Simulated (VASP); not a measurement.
# Ge: single point with PBE

The system is Ge.

```
Ge
1.0
    -2.57449    2.57449    1.39741
     2.57449   -2.57449    1.39741
     2.57449    2.57449   -1.39741
Ge
2
Direct
  0.50000 0.50000 0.00000
  0.25000 0.75000 0.50000
```

```
Program             : VASP 6.6.1
Task                : single point
Functional          : PBE
Potentials or basis : VASP PAW PBE potentials, release 64 (Ge_d)
Cutoff              : 520 eV
k mesh              : 11 × 11 × 11
Occupations         : gaussian, width 0.02 eV
Spin                : no spin polarisation
```

| Property | Result |
| --- | --- |
| Pressure | 3.1 GPa |
| Band gap on the k mesh | zero (bands 14 and 15 overlap by 4.71 eV) |

Stress tensor (GPa, compression positive):
```
2.94 0.00 0.00
0.00 2.94 0.00
0.00 0.00 3.43
```

Levels at points of the mesh, in eV from the Fermi level:
```csv
k point,band 12,band 13,band 14,band 15,band 16,band 17
"(0.00, 0.00, 0.00)",-4.11,-2.39,-2.39,3.24,7.56,7.56
```

Run time: 38 s on 1 thread of Intel(R) Xeon(R) 6975P-C (Granite Rapids), with other jobs on the host, peak memory 0.21 GiB.

Caveat: the cell stands under pressure.
